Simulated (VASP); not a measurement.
# Ti2SnTe3: single point with PBE

Ti2SnTe3:

```
Ti Sn Te
1.0
     4.15452    0.00000    0.00000
     0.00000    4.15452    0.00000
     0.00000    0.00000    9.16526
Ti Sn Te
2 1 3
Cartesian
  2.0773 0.0000 6.7749
  0.0000 2.0773 2.3904
  2.0773 2.0773 0.0000
  2.0773 0.0000 3.5174
  0.0000 2.0773 5.6479
  0.0000 0.0000 0.0000
```

The cell was built from a structure type or drawn by symmetry, and may not be a known phase.

```json
{"Program": "VASP 6.6.1", "Task": "single point", "Functional": "PBE", "Potentials or basis": "VASP PAW PBE potentials, release 64 (Ti_sv, Sn_d, Te)", "Cutoff": "520 eV", "k mesh": "4 × 4 × 2", "Occupations": "gaussian, width 0.1 eV", "Spin": "no spin polarisation", "Dipole correction": "no", "Further INCAR settings": "ALGO = Normal; EDIFF = 1e-06; NBANDS = 37"}
```

| Item | Value |
| --- | --- |
| Pressure | -5.3 GPa |
| Largest force | 0.452 eV/Å |
| Band gap on the k mesh | zero (bands 28 and 29 overlap by 0.90 eV) |

Forces in eV/Å, atoms in the order of the input:
```
Ti   0.000  0.000  0.084
Ti   0.000  0.000 -0.084
Sn   0.000  0.000  0.000
Te   0.000  0.000 -0.452
Te   0.000  0.000  0.452
Te   0.000  0.000  0.000
```

Stress tensor (GPa, compression positive):
```
-3.02  0.00  0.00
 0.00 -3.02  0.00
 0.00  0.00 -9.79
```

Levels at points of the mesh, in eV from the Fermi level:
| k point | band 25 | band 26 | band 27 | band 28 | band 29 | band 30 | band 31 | band 32 |
| --- | --- | --- | --- | --- | --- | --- | --- | --- |
| (0.00, 0.00, 0.00) | -1.05 | -0.88 | -0.88 | -0.51 | -0.31 | 0.10 | 0.13 | 0.22 |
| (0.50, 0.00, 0.00) | -1.99 | -1.56 | -0.79 | -0.65 | -0.39 | 0.29 | 0.44 | 0.54 |
| (0.50, 0.50, 0.00) | -2.91 | -2.36 | -1.58 | 0.51 | 0.51 | 0.58 | 0.63 | 0.63 |
| (0.00, 0.00, 0.50) | -1.44 | -0.86 | -0.86 | -0.36 | -0.02 | 0.11 | 0.13 | 0.24 |
| (0.50, 0.00, 0.50) | -1.67 | -1.37 | -0.62 | -0.06 | -0.03 | 0.22 | 0.47 | 0.61 |
| (0.50, 0.50, 0.50) | -2.67 | -2.59 | -1.83 | 0.21 | 0.21 | 0.53 | 0.55 | 0.55 |

Run time: 44 s on 1 thread of AMD EPYC 9R45 96-Core Processor (Zen 5) (shared host), peak memory 0.25 GiB.

Caveat: the k points lie up to 0.38 Å⁻¹ apart, too coarse for converged energies and pressures of a metal; spin-orbit coupling is left out, which moves the levels of the heavy elements.
